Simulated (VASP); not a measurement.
Input of a VASP 6.6.1 run:

File INCAR:

```
PREC     = Accurate       # precision mode
ENCUT    = 600            # plane-wave cutoff, eV
EDIFF    = 1E-6           # SCF threshold, eV
ISMEAR   = -1             # smearing method
SIGMA    = 0.05           # smearing width, eV
LREAL    = False          # projectors in reciprocal space
LASPH    = True           # aspherical terms in the spheres
NELM     = 100            # most SCF steps
ALGO     = Normal         # electronic algorithm
ISIF     = 3              # what is computed and relaxed
LWAVE    = False          # write WAVECAR
LCHARG   = False          # write CHGCAR
GGA      = RE             # functional
IVDW     = 13             # dispersion correction
IBRION   = 2              # ionic algorithm
NSW      = 60             # ionic steps
EDIFFG   = -0.01          # ionic threshold
```

KPOINTS

```
regular mesh
0
Gamma
  12 12 12
```

Contents of POSCAR:

```
Pd
1.0
    0.0000000000      1.9465000000      1.9465000000
    1.9465000000      0.0000000000      1.9465000000
    1.9465000000      1.9465000000      0.0000000000
Pd
1
Direct
    0.0000000000      0.0000000000      0.0000000000
```

Potentials or basis: VASP PAW PBE potentials, release 64 (Pd).

Launch:

```bash
$ cat potpaw_PBE.64/Pd/POTCAR > POTCAR
$ mpirun -np 1 vasp_std > vasp.out
```

Question: What does it give for the dispersion energy per atom?

Answer: -0.821 eV.

Question: Estimate the relaxed volume.

Answer: 14.85 Å³/atom.

Question: What does it give for the relaxed cell?

Answer: a = 2.759 Å, b = 2.759 Å, c = 2.759 Å, α = 60.00°, β = 60.00°, γ = 60.00°.

Final structure:
```
CELL_PARAMETERS angstrom
0.00000 1.95076 1.95076
1.95076 0.00000 1.95076
1.95076 1.95076 0.00000
ATOMIC_POSITIONS crystal
Pd 0.00000 0.00000 0.00000
```

Caveat: the PAW data sets were made with another functional, which shifts forces and pressure a little. Zero-point motion and thermal expansion aren't in these numbers.
